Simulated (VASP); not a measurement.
A run of VASP 6.6.1 is set up as follows.

Contents of INCAR:

```
ALGO = Normal
EDIFF = 1E-7
ENCUT = 520
GGA = PE
ISIF = 2
ISMEAR = 0
LASPH = True
LCHARG = False
LREAL = False
LWAVE = False
NBANDS = 9
NELM = 100
PREC = Accurate
SIGMA = 0.01
```

The input KPOINTS:

```
k-points
0
Gamma
  6 6 6
```

The input POSCAR:

```
LiH
1.0
    0.0000000000      2.1451216565      2.1451216565
    2.1451216565      0.0000000000      2.1451216565
    2.1451216565      2.1451216565      0.0000000000
Li H
1 1
Direct
    0.0000000000      0.0000000000      0.0000000000
    0.2500000000      0.2500000000      0.2500000000
```

Potentials or basis: VASP PAW PBE potentials, release 64 (Li_sv, H).

The run is started by

```bash
$ cat potpaw_PBE.64/Li_sv/POTCAR potpaw_PBE.64/H/POTCAR > POTCAR
$ mpirun -np 1 vasp_std > vasp.out
```

**Question.** What does it give for the band gap on the k mesh?

**Answer.** 4.30 eV, indirect (least direct gap 5.27 eV).

Caveat: the k points lie up to 0.42 Å⁻¹ apart. PBE gaps usually lie below the measured ones, often by a third to a half.
